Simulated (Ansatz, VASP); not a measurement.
## SiC in VASP and in Ansatz

```
Si C
1.0
    -0.00579    2.18039    2.18618
     2.18039   -0.00579    2.18618
     2.17461    2.17461    0.00000
Si C
1 1
Direct
  0.99976 0.99976 0.00024
  0.25024 0.25024 0.24976
```

Change from the starting cell: strained cell.

Alike in both runs: functional LDA; k mesh 10 × 10 × 10; occupations gaussian, width 0.02 eV; no spin polarisation.

Ansatz relaxed the structure, and its values are those at the end. VASP's run is a single point on that final structure, the one shown.

```csv
,VASP,Ansatz
version,VASP 6.6.1,Ansatz 0.2.0
potentials or method,"VASP PAW LDA potentials, release 64 (Si, C), cutoff 600 eV","scalar-relativistic, plane waves, PAW"
valence electrons in the cell,8,8
```

VASP gave:

```
gap on the k mesh at the Fermi level (eV) : 1.27
least direct gap on the mesh (eV)         : 4.44
pressure (GPa)                            : -5.1
```

**Question.** Which values does Ansatz return?

**Answer.** gap on the k mesh at the Fermi level (eV): 1.28; least direct gap on the mesh (eV): 4.46; pressure (GPa): -5.4.

Ansatz warns that its potentials were made for another functional, while VASP's fit it. LDA's correlation is that of Perdew and Zunger in VASP and of Perdew and Wang (1992) in Ansatz. Ansatz's warnings: stress scf threshold loose.
